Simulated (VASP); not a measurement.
# Sn in VASP: notebook

The runs below take Sn through single point, with PBEsol.

Program: VASP 6.6.1. These are calculated values, not measurements. Logs are shortened: lines on timing, memory, paths and dates and some standing lists are left out, and cuts for length are marked.

### 1 The cell of the first run

The typed cell holds 2 atoms: a = 4.481 Å, b = 4.333 Å, c = 4.532 Å, α = 60.10°, β = 60.14°, γ = 59.59°.

### 2 Single point, PBEsol (atoms moved at random and the cell strained at random)

Contents of INCAR:

```
  ALGO = Normal
  EDIFF = 1E-6
  ENCUT = 520
  GGA = PS
  ISIF = 2
  ISMEAR = 0
  LASPH = T
  LCHARG = F
  LREAL = F
  LWAVE = F
  NBANDS = 21
  NELM = 100
  PREC = Accurate
  SIGMA = 0.1
```

Contents of KPOINTS:

```
k-points
0
Gamma
  10 10 10
```

Contents of POSCAR:

```
Sn
1.0
   -0.0116841600      3.1908791840      3.1465118320
    3.0600815040      0.0673786560      3.0674490160
    3.1782213440      3.2299562080     -0.0507611840
Sn
2
Direct
    0.4968326350      0.4862706433      0.5079892778
    0.7531673650      0.7637293567      0.7420107222
```

Potentials or basis: VASP PAW PBE potentials, release 64 (Sn_d).

Run with:

```console
$ cat potpaw_PBE.64/Sn_d/POTCAR > POTCAR
$ mpirun -np 1 vasp_std > vasp.out
```

OUTCAR:

```text
EDIFF = 1E-6
   ENCUT = 520
   GGA = PS
   ISIF = 2
   ISMEAR = 0
   LASPH = T
   LREAL = F
   NELM = 100
   PREC = Accurate

 ion  position               nearest neighbor table
   1  0.497  0.486  0.508-   2 2.55   2 2.72   2 2.79   2 2.84
   2  0.753  0.764  0.742-   1 2.55   1 2.72   1 2.79   1 2.84

  LATTYP: Found a triclinic cell.
 ALAT       =     7.5164923267
 B/A-ratio  =     0.5765116479
 C/A-ratio  =     0.6008905618
 COS(alpha) =     0.0022209436
 COS(beta)  =     0.3096911484
 COS(gamma) =     0.8525298612

  Lattice vectors:

 A1 = (   2.9419416640,  -3.0951988960,   6.1856592160)
 A2 = (   3.0600815040,   0.0673786560,   3.0674490160)
 A3 = (  -3.1899055040,  -0.0390770240,   3.1972730160)

Analysis of symmetry for initial positions (statically):
=====================================================================
 Subroutine PRICEL returns:
 Original cell was already a primitive cell.

 Routine SETGRP: Setting up the symmetry group for a
 triclinic supercell.

 Subroutine GETGRP returns: Found  2 space group operations
 (whereof  1 operations were pure point group operations)
 out of a pool of  2 trial point group operations.

The static configuration has the point symmetry C_1 .
 The point group associated with its full space group is S_2 .

Analysis of symmetry for dynamics (positions and initial velocities):
=====================================================================
 Subroutine PRICEL returns:
 Original cell was already a primitive cell.

 Routine SETGRP: Setting up the symmetry group for a
 triclinic supercell.

 Subroutine GETGRP returns: Found  2 space group operations
 (whereof  1 operations were pure point group operations)
 out of a pool of  2 trial point group operations.

The dynamic configuration has the point symmetry C_1 .
 The point group associated with its full space group is S_2 .

 Subroutine INISYM returns: Found  2 space group operations
 (whereof  1 operations are pure point group operations),
 and found     1 'primitive' translations

----------------------------------------------------------------------------------------

                                     Primitive cell

  volume of cell :      62.1455

  direct lattice vectors                    reciprocal lattice vectors
    -0.011684160  3.190879184  3.146511832    -0.159482851  0.159373738  0.155599044
     3.060081504  0.067378656  3.067449016     0.166143379 -0.160908083  0.163793917
     3.178221344  3.229956208 -0.050761184     0.154087536  0.155512767 -0.157133389

  length of vectors
     4.481337211  4.333345377  4.531697774     0.273944941  0.283413974  0.269477441

  position of ions in fractional coordinates (direct lattice)
     0.496832635  0.486270643  0.507989278
     0.753167365  0.763729357  0.742010722

  ion indices of the primitive-cell ions
   primitive index   ion index
                 1           1
                 2           2

----------------------------------------------------------------------------------------

 KPOINTS: k-points

Automatic generation of k-mesh.
 Grid dimensions read from file:
 generate k-points for:   10   10   10

 Generating k-lattice:

  Cartesian coordinates                     Fractional coordinates (reciprocal lattice)
    -0.015948285  0.015937374  0.015559904     0.100000000  0.000000000  0.000000000
     0.016614338 -0.016090808  0.016379392     0.000000000  0.100000000 -0.000000000
     0.015408754  0.015551277 -0.015713339     0.000000000  0.000000000  0.100000000

  Length of vectors
     0.027394494  0.028341397  0.026947744

  Shift w.r.t. Gamma in fractional coordinates (k-lattice)
     0.000000000  0.000000000  0.000000000

 Subroutine IBZKPT returns following result:
 ===========================================

 Found    504 irreducible k-points:

 Following reciprocal coordinates:
            Coordinates               Weight
  0.000000  0.000000  0.000000      1.000000
  0.100000  0.000000 -0.000000      2.000000
  0.200000  0.000000 -0.000000      2.000000
  0.300000 -0.000000  0.000000      2.000000
  0.400000  0.000000  0.000000      2.000000
  0.500000 -0.000000  0.000000      1.000000
[... 16 lines left out ...]
 -0.400000  0.200000 -0.000000      2.000000
 -0.300000  0.200000 -0.000000      2.000000
 [... further k-points ...]
   k-points           NKPTS =    504   k-points in BZ     NKDIM =    504   number of bands    NBANDS=     21
   number of dos      NEDOS =    301   number of ions     NIONS =      2
   total plane-waves  NPLWV =  41472
   dimension x,y,z NGX =    36 NGY =   32 NGZ =   36
   dimension x,y,z NGXF=    72 NGYF=   64 NGZF=   72
   ions per type =               2
   NGX,Y,Z   is equivalent  to a cutoff of  13.36, 12.28, 13.21 a.u.
   NGXF,Y,Z  is equivalent  to a cutoff of  26.71, 24.55, 26.41 a.u.
 SYSTEM =  unknown system
   PREC   = accura    normal or accurate (medium, high low for compatibility)
   ISTART =      0    job   : 0-new  1-cont  2-samecut
   ICHARG =      2    charge: 1-file 2-atom 10-const
   ISPIN  =      1    spin polarized calculation?
   LNONCOLLINEAR =      F non collinear calculations
   LSORBIT =      F    spin-orbit coupling
   LASPH  =      T    aspherical Exc in radial PAW
   ENCUT  =  520.0 eV  38.22 Ry    6.18 a.u.   8.33  8.06  8.43*2*pi/ulx,y,z
   NELM   =    100;   NELMIN=  2; NELMDL= -5     # of ELM steps
   EDIFF  = 0.1E-05   stopping-criterion for ELM
   LREAL  =      F    real-space projection
   EDIFFG = 0.1E-04   stopping-criterion for IOM
   NSW    =      0    number of steps for IOM
   IBRION =     -1    ionic relax: 0-MD 1-quasi-New 2-CG
   NFREE  =      0    steps in history (QN), initial steepest desc. (CG)
   ISIF   =      2    stress and relaxation
   ISYM   =      2    0-nonsym 1-usesym 2-fastsym
   POTIM  = 0.5000    time-step for ionic-motion
   TEBEG  =    0.0;   TEEND  =   0.0 temperature during run
   PSTRESS=    0.0 pullay stress
   NELECT =      28.0000    total number of electrons
   NUPDOWN=      -1.0000    fix difference up-down
   EMIN   =  10.00;   EMAX   =-10.00  energy-range for DOS
   EFERMI =   0.00;   METHOD = LEGACY
   ISMEAR =     0;   SIGMA  =   0.10  broadening in eV -4-tet -1-fermi 0-gaus
   EFERMI_NEDOS =   21; number of points for ismear=-14 and -15
   IALGO  =     38    algorithm
   IMIX   =      4    mixing-type and parameters
     AMIX     =   0.40;   BMIX     =  1.00
     AMIX_MAG =   1.60;   BMIX_MAG =  1.00
  volume/ion in A,a.u.               =      31.07       209.69
  Fermi-wavevector in a.u.,A,eV,Ry     =   1.255040  2.371682 21.430880  1.575125
  Thomas-Fermi vector in A             =   2.388816
   LORBIT       =      0    0 simple, 1 ext, 2 COOP (PROOUT), +10 PAW based schemes
   GGA     = PS    functional components
   LHFCALC =     F    Hartree Fock is set to
   AEXX    =    0.0000 exact exchange contribution
   IVDW    =     0    specifies the selected vdW correction
   LEPSILON=     F    determine dielectric tensor
   LRPA    =     F    only Hartree local field effects (RPA)
 non-spin polarized calculation
 Gauss-broadening in eV      SIGMA  =   0.10
  energy-cutoff  :      520.00
  volume of cell :       62.15
 maximum number of plane-waves:      1690
 NGX is ok and might be reduce to    36
   NGX = 17   NGY = 17   NGZ = 17

 number of electron      27.9999998 magnetization

 Free energy of the ion-electron system (eV)
  ---------------------------------------------------
  ext. energy  EPLUGINS =         0.00000000
  ---------------------------------------------------
  free energy    TOTEN  =        -8.13543808 eV

  energy without entropy =       -8.13465241  energy(sigma->0) =       -8.13504525

 E-fermi :   6.6540     XC(G=0):  -9.4860

 val. band max:        6.6271781766   @ k =   0.0000   0.0000   0.1000
 cond. band min:       6.6573020387   @ k =  -0.1000   0.1000  -0.0000
 fundamental gap:      0.0301238622
 Fermi energy:         6.6540276352

 k-point     1 :       0.0000    0.0000    0.0000
  band No.  band energies     occupation
      1     -15.4682      2.00000
      2     -15.2790      2.00000
      3     -15.2548      2.00000
      4     -15.2440      2.00000
      5     -15.2189      2.00000
      6     -14.8827      2.00000
[... 13 lines left out ...]
     20      14.5293      0.00000
     21      14.6342      0.00000

 k-point     2 :       0.1000    0.0000   -0.0000
  band No.  band energies     occupation
      1     -15.4746      2.00000
      2     -15.2861      2.00000
      3     -15.2595      2.00000
      4     -15.2304      2.00000
      5     -15.2080      2.00000
      6     -14.8851      2.00000
[... 13 lines left out ...]
     20      13.6435      0.00000
     21      14.1100      0.00000

 k-point     3 :       0.2000    0.0000   -0.0000
  band No.  band energies     occupation
      1     -15.4876      2.00000
      2     -15.2970      2.00000
      3     -15.2690      2.00000
      4     -15.1993      2.00000
      5     -15.1913      2.00000
      6     -14.8891      2.00000
[... 13 lines left out ...]
     20      13.2227      0.00000
     21      13.6789      0.00000

 k-point     4 :       0.3000   -0.0000    0.0000
  band No.  band energies     occupation
      1     -15.4984      2.00000
      2     -15.3061      2.00000
      3     -15.2764      2.00000
      4     -15.1867      2.00000
      5     -15.1640      2.00000
      6     -14.8904      2.00000
[... 13 lines left out ...]
     20      13.5448      0.00000
     21      13.9602      0.00000

 k-point     5 :       0.4000    0.0000    0.0000
  band No.  band energies     occupation
      1     -15.5039      2.00000
      2     -15.3137      2.00000
      3     -15.2789      2.00000
      4     -15.1880      2.00000
      5     -15.1415      2.00000
      6     -14.9032      2.00000
[... 13 lines left out ...]
     20      14.5128      0.00000
     21      15.0238      0.00000

 k-point     6 :       0.5000   -0.0000    0.0000
  band No.  band energies     occupation
      1     -15.5053      2.00000
      2     -15.3171      2.00000
      3     -15.2787      2.00000
      4     -15.1902      2.00000
      5     -15.1337      2.00000
      6     -14.9081      2.00000
[... 13 lines left out ...]
     20      15.3931      0.00000
     21      16.2011      0.00000

 k-point     7 :      -0.0000    0.1000   -0.0000
  band No.  band energies     occupation
      1     -15.4688      2.00000
      2     -15.3106      2.00000
      3     -15.2755      2.00000
      4     -15.2098      2.00000
      5     -15.1873      2.00000
      6     -14.8970      2.00000
[... 13 lines left out ...]
     20      13.5998      0.00000
     21      13.7689      0.00000
[... 291 lines left out ...]
      1     -15.4938      2.00000
      2     -15.2775      2.00000
      3     -15.2614      2.00000
      4     -15.1932      2.00000
      5     -15.1625      2.00000
      6     -14.9509      2.00000
[... 13 lines left out ...]
     20      14.7911      0.00000
     21      15.2042      0.00000

 k-point    21 :       0.4000    0.2000    0.0000
  band No.  band energies     occupation
      1     -15.5121      2.00000
      2     -15.2854      2.00000
      3     -15.2392      2.00000
      4     -15.1734      2.00000
      5     -15.1543      2.00000
      6     -14.9551      2.00000
[... 13 lines left out ...]
     20      15.3220      0.00000
     21      15.7438      0.00000

 k-point    22 :       0.5000    0.2000    0.0000
  band No.  band energies     occupation
      1     -15.5225      2.00000
      2     -15.2986      2.00000
      3     -15.2495      2.00000
      4     -15.1482      2.00000
      5     -15.1304      2.00000
      6     -14.9478      2.00000
[... 13 lines left out ...]
     20      15.4345      0.00000
     21      15.6516      0.00000

 k-point    23 :      -0.4000    0.2000   -0.0000
  band No.  band energies     occupation
      1     -15.5206      2.00000
      2     -15.3111      2.00000
      3     -15.2810      2.00000
      4     -15.1245      2.00000
      5     -15.1148      2.00000
      6     -14.9420      2.00000
[... 13 lines left out ...]
     20      14.1354      0.00000
     21      15.4534      0.00000

 k-point    24 :      -0.3000    0.2000   -0.0000
  band No.  band energies     occupation
      1     -15.5077      2.00000
      2     -15.3207      2.00000
      3     -15.3159      2.00000
      4     -15.1266      2.00000
      5     -15.0910      2.00000
      6     -14.9718      2.00000
[... 13 lines left out ...]
     20      14.7303      0.00000
     21      16.0634      0.00000

 [... further k-points ...]
[... 5 lines left out ...]
  --------------------------------------------------------------------------------------
  -------------------------------------------------------------------------------------
  Total        3.0757251      2.9073255      2.8736573     -2.4414335     -1.0921326      1.7122914
  in kB       79.2954380     74.9539185     74.0859172    -62.9427330    -28.1563310     44.1446782
  external PRESSURE =      76.1117579 kB  Pullay stress =       0.0000000 kB

 VOLUME and BASIS-vectors are now :
 -----------------------------------------------------------------------------
  energy-cutoff  :      520.00
  volume of cell :       62.15
      direct lattice vectors                 reciprocal lattice vectors
    -0.011684160  3.190879184  3.146511832    -0.159482851  0.159373738  0.155599044
     3.060081504  0.067378656  3.067449016     0.166143379 -0.160908083  0.163793917
     3.178221344  3.229956208 -0.050761184     0.154087536  0.155512767 -0.157133389

 POSITION                                       TOTAL-FORCE (eV/Angst)
 -----------------------------------------------------------------------------------
      3.09673      3.25888      3.02911         0.784434     -1.056476      1.583456
      4.68655      4.85139      4.67489        -0.784434      1.056476     -1.583456
 -----------------------------------------------------------------------------------
    total drift:                               -0.000000      0.000000      0.000000

  FREE ENERGIE OF THE ION-ELECTRON SYSTEM (eV)
  ---------------------------------------------------
  free  energy   TOTEN  =        -8.1354380850 eV

  energy  without entropy=       -8.1346524119  energy(sigma->0) =       -8.13504525
```

It took 15 min on 1 thread of AMD EPYC 7R43 (Zen 3), shared host; peak memory 0.55 GiB.

Results:

```
Free energy            : -8.1354 eV
Pressure               : 7.6 GPa
Largest force          : 2.059 eV/Å
Band gap on the k mesh : zero (band 14 reaches 6.72 eV, above the bottom of band 15 at 6.55 eV)
```

Forces on the atoms (eV/Å):
```
Sn   0.784 -1.056  1.583
Sn  -0.784  1.056 -1.583
```

Levels at points of the mesh, in eV from the Fermi level:
| k point | band 11 | band 12 | band 13 | band 14 | band 15 | band 16 | band 17 | band 18 |
| --- | --- | --- | --- | --- | --- | --- | --- | --- |
| (0.00, 0.00, 0.00) | -11.46 | -0.40 | -0.18 | 0.06 | 0.30 | 1.50 | 1.87 | 2.85 |
| (0.50, 0.00, 0.00) | -9.65 | -6.91 | -1.54 | -1.09 | 0.10 | 2.62 | 3.82 | 5.41 |
| (0.00, 0.50, 0.00) | -9.16 | -7.37 | -1.70 | -1.45 | -0.07 | 2.86 | 3.33 | 5.26 |
| (0.50, 0.50, 0.00) | -8.45 | -7.53 | -3.00 | -2.87 | 0.47 | 0.55 | 8.01 | 8.23 |
| (0.00, 0.00, 0.50) | -9.92 | -6.53 | -1.48 | -0.99 | 0.13 | 2.71 | 3.70 | 5.40 |
| (0.50, 0.00, 0.50) | -8.37 | -7.78 | -3.01 | -2.64 | 0.44 | 0.75 | 8.12 | 8.16 |
| (0.00, 0.50, 0.50) | -8.18 | -7.83 | -2.98 | -2.87 | 0.44 | 0.50 | 7.97 | 8.16 |
| (0.50, 0.50, 0.50) | -9.74 | -6.59 | -1.65 | -1.09 | -0.10 | 2.59 | 3.59 | 5.28 |

Caveat: the cell differs from its parent crystal (atoms moved at random and the cell strained at random); the PAW data sets were made with another functional, which shifts forces and pressure a little; spin-orbit coupling is left out, which moves the levels of the heavy elements.

### 3 Single point, PBEsol (strained and its atoms moved)

Contents of INCAR:

```
SYSTEM = Sn
PREC     = Accurate       ! precision mode
ENCUT    = 520            ! plane-wave cutoff, eV
EDIFF    = 1E-6           ! SCF threshold, eV
ISMEAR   = 0              ! smearing method
SIGMA    = 0.1            ! smearing width, eV
LREAL    = .False.        ! projectors in reciprocal space
LASPH    = .True.         ! aspherical terms in the spheres
NELM     = 100            ! most SCF steps
ALGO     = Fast           ! electronic algorithm
ISIF     = 2              ! what is computed and relaxed
LWAVE    = .False.        ! write WAVECAR
LCHARG   = .True.         ! write CHGCAR
GGA      = PS             ! functional
LELF     = .True.         ! ELF
LVHAR    = .True.       
NBANDS   = 21             ! bands
ISYM     = 0
```

Contents of KPOINTS:

```
regular mesh
0
Gamma
  9 10 9
  0 0 0
```

Contents of POSCAR:

```
Sn
1.0
    0.0000000000      3.3584170560      3.3584170560
    3.4233290560     -0.0649120000      3.4233290560
    3.3584170560      3.3584170560      0.0000000000
Sn
2
Direct
    0.4911056466      0.5266830603      0.4911056466
    0.7588943534      0.7233169397      0.7588943534
```

Potentials or basis: VASP PAW PBE potentials, release 64 (Sn_d).

Run with:

```console
$ cat potpaw_PBE.64/Sn_d/POTCAR > POTCAR
$ mpirun -np 1 vasp_std > vasp.out
```

Run time: 11 min. Hardware: 1 thread of Oxide Virtual Turin-like, shared host; peak memory 0.57 GiB.

Results (log left out):

| Property | Result |
| --- | --- |
| Free energy | -8.2400 eV |
| Pressure | -2.8 GPa |
| Largest force | 0.921 eV/Å |
| Band gap on the k mesh | zero (band 14 reaches 4.57 eV, above the bottom of band 15 at 3.58 eV) |

Forces on the atoms (eV/Å):
```
Sn  -0.529  0.538 -0.529
Sn   0.529 -0.538  0.529
```

Stress tensor (GPa, compression positive):
```
-2.75  1.38 -1.31
 1.38 -2.79  1.38
-1.31  1.38 -2.75
```

Levels at points of the mesh, in eV from the Fermi level:
```csv
k point,band 11,band 12,band 13,band 14,band 15,band 16,band 17,band 18
"(0.00, 0.00, 0.00)",-9.89,-1.55,-0.27,-0.27,0.81,1.32,2.45,2.46
"(0.00, 0.50, 0.00)",-8.91,-5.09,-0.96,-0.96,-0.63,3.03,3.03,5.40
```

Caveat: the cell differs from its parent crystal (strained and its atoms moved); the PAW data sets were made with another functional, which shifts forces and pressure a little; spin-orbit coupling is left out, which moves the levels of the heavy elements.
